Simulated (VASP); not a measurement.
Set up this calculation in VASP 6.6.1, as the native input.

| Quantity | Value |
| --- | --- |
| Task | single point |
| Functional | PBE |
| Potentials or basis | VASP PAW PBE potentials, release 64 (Rb_sv, Br) |
| Cutoff | 520 eV |
| k mesh | 6 × 6 × 6 |
| Occupations | fermi-dirac, width 0.02 eV |
| Spin | no spin polarisation |
| Dipole correction | no |
| Further INCAR settings | ALGO = Normal; EDIFF = 1e-06; NBANDS = 15 |

The structure of RbBr lies in POSCAR:

```
RbBr
1.0
    0.0432603263      3.4608261073      3.4608261073
    3.4608261073      0.0432603263      3.4608261073
    3.5040864336      3.5040864336      0.0000000000
Rb Br
1 1
Direct
    0.0000000000      0.0000000000      0.0000000000
    0.5000000000      0.5000000000      0.5000000000
```

This cell differs from its parent crystal: shear xy strain +2.5%.

These files were run (other wordings do the same):

INCAR

```
PREC = Accurate ; ENCUT = 520
EDIFF = 1E-6 ; ISMEAR = -1
SIGMA = 0.02 ; LREAL = F
LASPH = T ; NELM = 100
ALGO = Normal ; ISIF = 2
LWAVE = F ; LCHARG = F
GGA = PE ; NBANDS = 15
```

KPOINTS

```
Automatic mesh
0
Gamma
  6 6 6
```

Potentials or basis: VASP PAW PBE potentials, release 64 (Rb_sv, Br).

Command:

```console
$ cat potpaw_PBE.64/Rb_sv/POTCAR potpaw_PBE.64/Br/POTCAR > POTCAR
$ mpirun -np 1 vasp_std > vasp.out
```

Results of the run:

- Pressure: 0.6 GPa
- Band gap on the k mesh: 4.27 eV

Caveat: the cell differs from its parent crystal (shear xy strain +2.5%).

Wall time 77 s on 1 thread of Oxide Virtual Turin-like Processor, on a shared host, peak memory 0.21 GiB.
